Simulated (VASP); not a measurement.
A run of VASP 6.6.1 is set up as follows.

Contents of INCAR:

```
ALGO = Normal
DIPOL = 0.5 0.5 0.504
EDIFF = 1E-6
ENCUT = 520
GGA = PE
IDIPOL = 3
ISIF = 2
ISMEAR = 0
LASPH = True
LCHARG = False
LDIPOL = True
LREAL = False
LWAVE = False
NBANDS = 34
NELM = 100
PREC = Accurate
SIGMA = 0.1
```

KPOINTS

```
k-points
0
Gamma
  12 12 1
```

The input POSCAR:

```
CuPd4
1.0
    2.7876806238      0.0000000000      0.0000000000
   -1.3938403119      2.4142022378      0.0000000000
    0.0000000000      0.0000000000     25.8283950941
Pd Cu
4 1
Direct
    0.6666666667      0.3333333333      0.3290951672
    0.3333333333      0.6666666667      0.4172203368
    0.0000000000      0.0000000000      0.5056656491
    0.6666666667      0.3333333333      0.5949201878
    0.3333333333      0.6666666667      0.6747677936
```

Potentials or basis: VASP PAW PBE potentials, release 64 (Pd, Cu).

Command:

```console
$ cat potpaw_PBE.64/Pd/POTCAR potpaw_PBE.64/Cu/POTCAR > POTCAR
$ mpirun -np 1 vasp_std > vasp.out
```

Problem. What does it give for the largest force?

Solution. 0.055 eV/Å.

Forces in eV/Å, atoms in the order of the input:
```
Pd   0.000  0.000 -0.010
Pd   0.000  0.000  0.055
Pd   0.000  0.000 -0.013
Pd   0.000  0.000 -0.018
Cu   0.000  0.000 -0.014
```
